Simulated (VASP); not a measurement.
**ScAl: electric field gradients with LDA**

The system is ScAl.

```
Sc Al
1.0
     3.30213    0.00000    0.00000
     0.00000    3.30213    0.00000
     0.00000    0.00000    3.30213
Sc Al
1 1
Cartesian
  1.6511 1.6511 1.6511
  0.0000 0.0000 0.0000
```

```
Program                : VASP 6.6.1
Task                   : electric field gradients
Functional             : LDA
Potentials or basis    : VASP PAW LDA potentials, release 64 (Sc_sv, Al)
Cutoff                 : 520 eV
k mesh                 : 10 × 10 × 10
Occupations            : fermi-dirac, width 0.05 eV
Spin                   : no spin polarisation
Dipole correction      : no
Further INCAR settings : ALGO = Normal; EDIFF = 1e-08; NBANDS = 14
```

- Pressure: 0.6 GPa
- Band gap on the k mesh: zero (bands 7 and 8 overlap by 1.12 eV)
- Largest electric field gradient by atom: under 0.05 V/Å² on every atom

Levels at points of the mesh, in eV from the Fermi level:
```tsv
k point	band 5	band 6	band 7	band 8	band 9	band 10
(0.00, 0.00, 0.00)	-8.65	-0.79	-0.79	2.83	2.83	2.83
(0.50, 0.00, 0.00)	-5.69	-4.65	0.21	0.78	0.78	3.08
(0.50, 0.50, 0.00)	-4.85	-1.79	-1.79	-0.86	1.55	1.55
(0.50, 0.50, 0.50)	-2.70	-2.70	-2.70	-0.24	3.17	3.17
```

Wall time 21 s on 1 thread of Intel(R) Xeon(R) Platinum 8375C CPU @ 2.90GHz (Ice Lake) (shared host), peak memory 0.15 GiB.
